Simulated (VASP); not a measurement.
Wanted: the native input for a VASP 6.6.1 run.

| Item | Value |
| --- | --- |
| Task | single point |
| Functional | PBE |
| Potentials or basis | VASP PAW PBE potentials, release 64 (Pb_d, O) |
| Cutoff | 520 eV |
| k mesh | 2 × 2 × 2, shifted |
| Occupations | fermi-dirac, width 0.0680285 eV |
| Spin | no spin polarisation |
| Dipole correction | no |
| Further INCAR settings | ALGO = Normal; EDIFF = 1e-06; NBANDS = 20; ISYM = 0 |

The structure of PbO2 lies in POSCAR:

```
PbO2
1.0
    0.0000000000      2.7019920000      2.7019920000
    2.7019920000      0.0000000000      2.7019920000
    2.7019920000      2.7019920000      0.0000000000
Pb O
1 2
Direct
    0.0000000000      0.0000000000      0.0000000000
    0.2500000000      0.2500000000      0.2500000000
    0.7500000000      0.7500000000      0.7500000000
```

One way to write it, as run:

INCAR

```
  PREC = Accurate
  ENCUT = 520
  EDIFF = 1E-6
  ISMEAR = -1
  SIGMA = 0.06802846561497
  LREAL = F
  LASPH = T
  NELM = 100
  ALGO = Normal
  ISIF = 2
  LWAVE = F
  LCHARG = F
  GGA = PE
  NBANDS = 20
  ISYM = 0
```

KPOINTS

```
Automatic mesh
0
Gamma
  2 2 2
  0.5 0.5 0.5
```

Potentials or basis: VASP PAW PBE potentials, release 64 (Pb_d, O).

The run is started by

```sh
$ cat potpaw_PBE.64/Pb_d/POTCAR potpaw_PBE.64/O/POTCAR > POTCAR
$ mpirun -np 1 vasp_std > vasp.out
```

It gave:

The pressure is 0.0 GPa and the band gap on the k mesh is 1.93 eV, indirect (least direct gap 2.62 eV).

Caveat: the k points lie up to 1.01 Å⁻¹ apart; spin-orbit coupling is left out, which moves the levels of the heavy elements.

Wall time 7.6 s on 1 thread of Intel(R) Xeon(R) 6975P-C (Granite Rapids), with other jobs on the host, peak memory 0.15 GiB.
